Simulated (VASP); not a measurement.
# SnTe (F-43m) in VASP: a series of runs, part 2 of 3

VASP 6.6.1.

## 3. Single point, HSE06

POSCAR reads:

```
SnTe
1.0
    0.0000000000      3.5839840137      3.5839840137
    3.5839840137      0.0000000000      3.5839840137
    3.5839840137      3.5839840137      0.0000000000
Sn Te
1 1
Direct
    0.0000000000      0.0000000000      0.0000000000
    0.2500000000      0.2500000000      0.2500000000
```

INCAR.step1 reads:

```
ALGO     = Normal         # electronic algorithm
EDIFF    = 1E-5           # SCF threshold, eV
ENCUT    = 520            # plane-wave cutoff, eV
GGA      = PE             # functional
ISIF     = 2              # what is computed and relaxed
ISMEAR   = -1             # smearing method
LASPH    = True           # aspherical terms in the spheres
LCHARG   = False          # write CHGCAR
LREAL    = False          # projectors in reciprocal space
LWAVE    = True           # write WAVECAR
NBANDS   = 17             # bands
NELM     = 80             # most SCF steps
PREC     = Accurate       # precision mode
SIGMA    = 0.02           # smearing width, eV
```

INCAR.step2 reads:

```
ALGO     = Normal         # electronic algorithm
EDIFF    = 1E-7           # SCF threshold, eV
ENCUT    = 520            # plane-wave cutoff, eV
GGA      = PE             # functional
HFSCREEN = 0.2079         # screening, 1/A
ISIF     = 2              # what is computed and relaxed
ISMEAR   = -1             # smearing method
ISTART   = 1            
LASPH    = True           # aspherical terms in the spheres
LCHARG   = False          # write CHGCAR
LHFCALC  = True           # exact exchange
LREAL    = False          # projectors in reciprocal space
LWAVE    = False          # write WAVECAR
NBANDS   = 17             # bands
NELM     = 80             # most SCF steps
PREC     = Accurate       # precision mode
PRECFOCK = Normal       
SIGMA    = 0.02           # smearing width, eV
```

KPOINTS reads:

```
k-points
0
Gamma
  4 4 4
```

Potentials or basis: VASP PAW PBE potentials, release 64 (Sn_d, Te).

The run is started by

```console
cat potpaw_PBE.64/Sn_d/POTCAR potpaw_PBE.64/Te/POTCAR > POTCAR
cp INCAR.step1 INCAR
mpirun -np 1 vasp_std > vasp.out
cp INCAR.step2 INCAR
mpirun -np 1 vasp_std > vasp.out
```

OUTCAR:

```text
EDIFF = 1E-7
   ENCUT = 520
   GGA = PE
   HFSCREEN = 0.2079
   ISIF = 2
   ISMEAR = -1
   ISTART = 1
   LASPH = True
   LHFCALC = True
   LREAL = False
   NELM = 80
   PREC = Accurate
   PRECFOCK = Normal

 ion  position               nearest neighbor table
   1  0.000  0.000  0.000-   2 3.10   2 3.10   2 3.10   2 3.10
   2  0.250  0.250  0.250-   1 3.10   1 3.10   1 3.10   1 3.10

  LATTYP: Found a face centered cubic cell.
 ALAT       =     7.1679680274

  Lattice vectors:

 A1 = (   0.0000000000,   3.5839840137,   3.5839840137)
 A2 = (   3.5839840137,   0.0000000000,   3.5839840137)
 A3 = (   3.5839840137,   3.5839840137,   0.0000000000)

Analysis of symmetry for initial positions (statically):
=====================================================================
 Subroutine PRICEL returns:
 Original cell was already a primitive cell.

 Routine SETGRP: Setting up the symmetry group for a
 face centered cubic supercell.

 Subroutine GETGRP returns: Found 24 space group operations
 (whereof 24 operations were pure point group operations)
 out of a pool of 48 trial point group operations.

The static configuration has the point symmetry T_d .

Analysis of symmetry for dynamics (positions and initial velocities):
=====================================================================
 Subroutine PRICEL returns:
 Original cell was already a primitive cell.

 Routine SETGRP: Setting up the symmetry group for a
 face centered cubic supercell.

 Subroutine GETGRP returns: Found 24 space group operations
 (whereof 24 operations were pure point group operations)
 out of a pool of 48 trial point group operations.

The dynamic configuration has the point symmetry T_d .

 Subroutine INISYM returns: Found 24 space group operations
 (whereof 24 operations are pure point group operations),
 and found     1 'primitive' translations
[... 101 lines left out ...]
  Thomas-Fermi vector in A             =   2.115314
   LORBIT       =      0    0 simple, 1 ext, 2 COOP (PROOUT), +10 PAW based schemes
   GGA     = PE    functional components
   LHFCALC =     T    Hartree Fock is set to
   PRECFOCK=normal    Normal, Fast or Accurate (Low or Medium for compatibility)
   ENCUT4O =  -1.0   cutoff for four orbital integrals eV
   NKREDX  =     1    reduce k-point grid by
   NKREDY  =     1    reduce k-point grid by
   NKREDZ  =     1    reduce k-point grid by
   AEXX    =    0.2500 exact exchange contribution
   HFSCREEN=    0.2079 screening length (either q_TF or 0.3 A-1)
   HFSCREENC=   0.2079 screening length for correlation (either q_TF or 0.3 A-1)
   ENCUTFOCK=  -1.0 apply spherical cutoff to Coloumb kernel
   IVDW    =     0    specifies the selected vdW correction
   LEPSILON=     F    determine dielectric tensor
   LRPA    =     F    only Hartree local field effects (RPA)
 non-spin polarized calculation
  energy-cutoff  :      520.00
  volume of cell :       92.07
 maximum number of plane-waves:      2493
 NGX is ok and might be reduce to    40
  NGX = 30; NGY = 30; NGZ = 30

 number of electron      20.0000006 magnetization

 Free energy of the ion-electron system (eV)
  ---------------------------------------------------
  ext. energy  EPLUGINS =         0.00000000
  ---------------------------------------------------
  free energy    TOTEN  =        -8.44678055 eV

  energy without entropy =       -8.44675007  energy(sigma->0) =       -8.44676531

 E-fermi :   3.4017     XC(G=0):  -6.3607

 val. band max:        3.2493314873   @ k =  -0.2500   0.5000   0.2500
 cond. band min:       3.5401706603   @ k =   0.5000   0.5000   0.0000
 fundamental gap:      0.2908391730
 Fermi energy:         3.4016874304

 k-point     1 :       0.0000    0.0000    0.0000
  band No.  band energies     occupation
      1     -20.9472      2.00000
      2     -20.9472      2.00000
      3     -20.9472      2.00000
      4     -20.9345      2.00000
      5     -20.9345      2.00000
      6      -9.7011      2.00000
[... 137 lines left out ...]
      4     -20.9352      2.00000
      5     -20.9342      2.00000
      6      -8.7783      2.00000
[... 9 lines left out ...]
     16      11.7489      0.00000
     17      11.7674      0.00000

------------------------ aborting loop because EDIFF is reached ----------------------------------------

  FORCE on cell =-STRESS in cart. coord.  units (eV):
  Direction    XX          YY          ZZ          XY          YZ          ZX
  --------------------------------------------------------------------------------------
  -------------------------------------------------------------------------------------
  Total       -0.0906538     -0.0906538     -0.0906538      0.0000000     -0.0000000      0.0000000
  in kB       -1.5774963     -1.5774963     -1.5774963      0.0000000     -0.0000000      0.0000000
  external PRESSURE =      -1.5774963 kB  Pullay stress =       0.0000000 kB

 VOLUME and BASIS-vectors are now :
 -----------------------------------------------------------------------------
  energy-cutoff  :      520.00
  volume of cell :       92.07
      direct lattice vectors                 reciprocal lattice vectors
     0.000000000  3.583984014  3.583984014    -0.139509551  0.139509551  0.139509551
     3.583984014  0.000000000  3.583984014     0.139509551 -0.139509551  0.139509551
     3.583984014  3.583984014  0.000000000     0.139509551  0.139509551 -0.139509551

 POSITION                                       TOTAL-FORCE (eV/Angst)
 -----------------------------------------------------------------------------------
      0.00000      0.00000      0.00000        -0.000000     -0.000000     -0.000000
      1.79199      1.79199      1.79199         0.000000      0.000000      0.000000
 -----------------------------------------------------------------------------------
    total drift:                                0.000001     -0.000001     -0.000001

  FREE ENERGIE OF THE ION-ELECTRON SYSTEM (eV)
  ---------------------------------------------------
  free  energy   TOTEN  =        -8.4467805480 eV

  energy  without entropy=       -8.4467500650  energy(sigma->0) =       -8.44676531
```

OUTCAR.step1:

```text
EDIFF = 1E-5
   ENCUT = 520
   GGA = PE
   ISIF = 2
   ISMEAR = -1
[... 362 lines left out ...]
 -----------------------------------------------------------------------------------
      0.00000      0.00000      0.00000         0.000000      0.000000      0.000000
      1.79199      1.79199      1.79199        -0.000000     -0.000000     -0.000000
 -----------------------------------------------------------------------------------
    total drift:                               -0.000000     -0.000000     -0.000000

  FREE ENERGIE OF THE ION-ELECTRON SYSTEM (eV)
  ---------------------------------------------------
  free  energy   TOTEN  =        -7.0741504596 eV

  energy  without entropy=       -7.0709596640  energy(sigma->0) =       -7.07255506
```

It took 34 min on 1 thread of Intel Xeon Platinum 8259CL at 2.50GHz (Skylake/Cascade Lake), shared host; peak memory 0.36 GiB.

Results:

```yaml
Free_energy: -8.4468 eV
Pressure: -0.2 GPa
Band_gap_on_the_k_mesh: 0.29 eV (least direct gap 1.12 eV)
```

Levels at points of the mesh, in eV from the valence-band top:
| k point | band 6 | band 7 | band 8 | band 9 | band 10 | band 11 | band 12 | band 13 | band 14 | band 15 |
| --- | --- | --- | --- | --- | --- | --- | --- | --- | --- | --- |
| (0.00, 0.00, 0.00) | -12.95 | -5.61 | -2.37 | -2.37 | -2.37 | 1.29 | 1.29 | 1.29 | 4.45 | 6.96 |
| (0.50, 0.00, 0.00) | -12.30 | -7.89 | -2.97 | -2.97 | -2.31 | 2.16 | 2.16 | 3.98 | 6.05 | 6.89 |
| (0.50, 0.50, 0.00) | -12.03 | -8.31 | -3.71 | -3.71 | -0.83 | 0.29 | 4.55 | 4.55 | 5.91 | 6.97 |

Caveat: the structure was generated, so it needn't be the stable form of SnTe; the PAW data sets were made with another functional, which shifts forces and pressure a little; spin-orbit coupling is left out, which moves the levels of the heavy elements.

(Part 2 of 3 ends here.)
